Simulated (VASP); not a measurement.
# MgSi2N2 (I4/mmm) in VASP: relaxation of cell and atoms with PBE

Aim: the relaxation of cell and atoms of MgSi2N2 with PBE.

Program: VASP 6.6.1. These are calculated values, not measurements. Logs are shortened: lines on timing, memory, paths and dates and some standing lists are left out, and cuts for length are marked.

### 1 The cell of the first run

The structure is tetragonal, space group I4/mmm (No. 139). Conventional cell: a = 3.918 Å, b = 3.918 Å, c = 8.978 Å, α = 90.00°, β = 90.00°, γ = 90.00°. Mg (site symmetry 4/mmm) has 8 N at 2.98 Å and 10 Si at 2.99 to 3.37 Å and 4 Mg at 3.92 Å within 4.0 Å. Within 3.0 Å of Si (site symmetry 4mm) lie 1 Si at 2.24 Å and 4 N at 2.26 Å and 4 Mg at 2.99 Å. N (site symmetry -4m2) has 4 Si at 2.26 Å and 4 N at 2.77 Å and 4 Mg at 2.98 Å within 3.0 Å.

The cell was built from a structure type or drawn by symmetry, and may not be a known phase.

### 2 Relaxation of cell and atoms, PBE

INCAR reads:

```
SYSTEM = MgSi2N2
PREC = Accurate
ENCUT = 750
EDIFF = 1E-7
ISMEAR = 0
SIGMA = 0.1
LREAL = .False.
LASPH = .True.
NELM = 120
ALGO = Normal
ISIF = 3
LWAVE = .False.
LCHARG = .False.
GGA = PE
IBRION = 2
NSW = 90
EDIFFG = -0.04
GGA_COMPAT = .False.
NELMIN = 4
```

KPOINTS reads:

```
regular mesh
0
Gamma
  6 6 6
  0 0 0
```

POSCAR reads:

```
MgSi2N2
1.0
   -1.9590733600      1.9590733600      4.4890509400
    1.9590733600     -1.9590733600      4.4890509400
    1.9590733600      1.9590733600     -4.4890509400
Mg Si N
1 2 2
Direct
    0.0000000000      0.0000000000      0.0000000000
    0.3750000000      0.3750000000      0.0000000000
    0.6250000000      0.6250000000      0.0000000000
    0.7500000000      0.2500000000      0.5000000000
    0.2500000000      0.7500000000      0.5000000000
```

Potentials or basis: VASP PAW PBE potentials, release 64 (Mg_sv, Si, N).

Launch:

```sh
cat potpaw_PBE.64/Mg_sv/POTCAR potpaw_PBE.64/Si/POTCAR potpaw_PBE.64/N/POTCAR > POTCAR
mpirun -np 1 vasp_std > vasp.out
```

OUTCAR:

```text
SYSTEM = MgSi2N2
   PREC = Accurate
   ENCUT = 750
   EDIFF = 1E-7
   ISMEAR = 0
   LREAL = .False.
   LASPH = .True.
   NELM = 120
   ISIF = 3
   GGA = PE
   IBRION = 2
   NSW = 90
   EDIFFG = -0.04
   NELMIN = 4

 ion  position               nearest neighbor table
   1  0.000  0.000  0.000-
   2  0.375  0.375  0.000-   3 2.24   5 2.26   4 2.26   4 2.26   5 2.26
   3  0.625  0.625  0.000-   2 2.24   4 2.26   5 2.26   4 2.26   5 2.26
   4  0.750  0.250  0.500-   2 2.26   3 2.26   2 2.26   3 2.26
   5  0.250  0.750  0.500-   2 2.26   3 2.26   2 2.26   3 2.26

  LATTYP: Found a body centered tetragonal cell.
 ALAT       =     3.9181467200
 C/A-ratio  =     2.2914154373

  Lattice vectors:

 A1 = (  -1.9590733600,   1.9590733600,   4.4890509400)
 A2 = (   1.9590733600,  -1.9590733600,   4.4890509400)
 A3 = (   1.9590733600,   1.9590733600,  -4.4890509400)

Analysis of symmetry for initial positions (statically):
=====================================================================
 Subroutine PRICEL returns:
 Original cell was already a primitive cell.

 Routine SETGRP: Setting up the symmetry group for a
 body centered tetragonal supercell.

 Subroutine GETGRP returns: Found 16 space group operations
 (whereof 16 operations were pure point group operations)
 out of a pool of 16 trial point group operations.

The static configuration has the point symmetry D_4h.

Analysis of symmetry for dynamics (positions and initial velocities):
=====================================================================
 Subroutine PRICEL returns:
 Original cell was already a primitive cell.

 Routine SETGRP: Setting up the symmetry group for a
 body centered tetragonal supercell.

 Subroutine GETGRP returns: Found 16 space group operations
 (whereof 16 operations were pure point group operations)
 out of a pool of 16 trial point group operations.

The dynamic configuration has the point symmetry D_4h.

 Subroutine INISYM returns: Found 16 space group operations
 (whereof 16 operations are pure point group operations),
 and found     1 'primitive' translations

----------------------------------------------------------------------------------------

                                     Primitive cell

  volume of cell :      68.9153

[... 114 lines left out ...]
     AMIX_MAG =   1.60;   BMIX_MAG =  1.00
  volume/ion in A,a.u.               =      13.78        93.01
  Fermi-wavevector in a.u.,A,eV,Ry     =   1.212520  2.291330 20.003346  1.470204
  Thomas-Fermi vector in A             =   2.348001
   LORBIT       =      0    0 simple, 1 ext, 2 COOP (PROOUT), +10 PAW based schemes
   GGA     = PE    functional components
   LHFCALC =     F    Hartree Fock is set to
   AEXX    =    0.0000 exact exchange contribution
   IVDW    =     0    specifies the selected vdW correction
   LEPSILON=     F    determine dielectric tensor
   LRPA    =     F    only Hartree local field effects (RPA)
 conjugate gradient relaxation of ions
 non-spin polarized calculation
 Gauss-broadening in eV      SIGMA  =   0.10
  energy-cutoff  :      750.00
  volume of cell :       68.92
 maximum number of plane-waves:      3248
   NGX = 23   NGY = 23   NGZ = 23

--------------------------------------- Ionic step        1  -------------------------------------------

 number of electron      27.9999998 magnetization

 Free energy of the ion-electron system (eV)
  ---------------------------------------------------
  ext. energy  EPLUGINS =         0.00000000
  ---------------------------------------------------
  free energy    TOTEN  =       -25.45404291 eV

  energy without entropy =      -25.44553630  energy(sigma->0) =      -25.44978960

------------------------ aborting loop because EDIFF is reached ----------------------------------------

  FORCE on cell =-STRESS in cart. coord.  units (eV):
  Direction    XX          YY          ZZ          XY          YZ          ZX
  --------------------------------------------------------------------------------------
  -------------------------------------------------------------------------------------
  Total       -8.1158421     -8.1158421     -9.5094368      0.0000000      0.0000000      0.0000000
  in kB     -188.6810338   -188.6810338   -221.0799999      0.0000000      0.0000000      0.0000000
  external PRESSURE =    -199.4806891 kB  Pullay stress =       0.0000000 kB
[... 98 lines left out ...]
  FREE ENERGIE OF THE ION-ELECTRON SYSTEM (eV)
  ---------------------------------------------------
  free  energy   TOTEN  =       -28.2154990664 eV

  energy  without entropy=      -28.2064162470  energy(sigma->0) =      -28.21095766

[... ionic steps 4 to 8 ...]

--------------------------------------- Ionic step        9  -------------------------------------------

 number of electron      27.9999998 magnetization

------------------------ aborting loop because EDIFF is reached ----------------------------------------
[... 73 lines left out ...]
--------------------------------------- Ionic step       11  -------------------------------------------

 number of electron      27.9999997 magnetization

 Free energy of the ion-electron system (eV)
  ---------------------------------------------------
  ext. energy  EPLUGINS =         0.00000000
  ---------------------------------------------------
  free energy    TOTEN  =       -28.32904184 eV

  energy without entropy =      -28.32112711  energy(sigma->0) =      -28.32508448

 E-fermi :   9.0619     XC(G=0): -11.2644

 val. band max:        9.0525044141   @ k =   0.1667   0.0000   0.0000
 cond. band min:       9.1523545178   @ k =   0.5000   0.3333   0.0000
 fundamental gap:      0.0998501038
 Fermi energy:         9.0618770863

 k-point     1 :       0.0000    0.0000    0.0000
  band No.  band energies     occupation
      1     -67.6469      2.00000
      2     -34.4370      2.00000
      3     -34.4004      2.00000
      4     -34.4004      2.00000
      5     -10.4277      2.00000
      6      -5.5111      2.00000
[... 481 lines left out ...]
      5     -10.1000      2.00000
      6      -6.0020      2.00000
[... 10 lines left out ...]
     17      11.6150      0.00000
     18      12.9540      0.00000

 [... further k-points ...]

------------------------ aborting loop because EDIFF is reached ----------------------------------------

  FORCE on cell =-STRESS in cart. coord.  units (eV):
  Direction    XX          YY          ZZ          XY          YZ          ZX
  --------------------------------------------------------------------------------------
  -------------------------------------------------------------------------------------
  Total       -0.1441302     -0.1441302      0.1739869      0.0000000      0.0000000      0.0000000
  in kB       -4.1386379     -4.1386379      4.9959591      0.0000000      0.0000000      0.0000000
  external PRESSURE =      -1.0937722 kB  Pullay stress =       0.0000000 kB
[... 20 lines left out ...]
  FREE ENERGIE OF THE ION-ELECTRON SYSTEM (eV)
  ---------------------------------------------------
  free  energy   TOTEN  =       -28.3290418428 eV

  energy  without entropy=      -28.3211271109  energy(sigma->0) =      -28.32508448

 reached required accuracy - stopping structural energy minimisation
```

Wall time 8.7 min (1 thread of Intel Xeon Platinum 8124M at 3.00GHz (Skylake/Cascade Lake), shared host); peak memory 0.38 GiB.

Results:

* Free energy: -28.3290 eV
* Relaxed volume: 11.16 Å³/atom
* Relaxed cell: a = 4.907 Å, b = 4.907 Å, c = 4.907 Å, α = 136.24°, β = 136.24°, γ = 63.61°
* Space group after relaxing (to 0.1 Å): I4/mmm (No. 139)
* Energy gained by relaxing: 575.0 meV/atom
* Ionic steps: 11
* Pressure after relaxing: -0.1 GPa
* Largest force after relaxing: 0.004 eV/Å
* Band gap on the k mesh: zero (bands 14 and 15 overlap by 0.89 eV)

Forces in eV/Å, atoms in the order of the input:
```
Mg   0.000  0.000  0.000
Si   0.000  0.000  0.004
Si   0.000  0.000 -0.004
N    0.000  0.000  0.000
N    0.000  0.000  0.000
```

Step by step:
```tsv
step	energy change (eV)	largest force (eV/Å)	pressure (GPa)	volume (Å³)
1	0.0000	5.0014	-19.95	68.92
2	-2.7569	1.0748	3.09	53.17
3	-2.7615	0.8740	5.57	52.55
4	-2.8622	0.0109	-0.05	54.76
5	-2.8631	0.0574	0.29	54.59
6	-2.8632	0.0774	0.37	54.54
7	-2.8684	0.1023	0.14	54.82
8	-2.8712	0.1790	-0.06	55.25
9	-2.8741	0.0070	0.31	55.40
10	-2.8741	0.0260	0.38	55.43
11	-2.8750	0.0045	-0.11	55.80
```

Final structure:
```
Mg Si N
1.0
    -1.82883    1.82883    4.17062
     1.82883   -1.82883    4.17062
     1.82883    1.82883   -4.17062
Mg Si N
1 2 2
Direct
  0.00000 0.00000 0.00000
  0.33615 0.33615 0.00000
  0.66385 0.66385 0.00000
  0.75000 0.25000 0.50000
  0.25000 0.75000 0.50000
```

Caveat: the volume moved by over 15 % at a fixed basis, so the end points are rough.
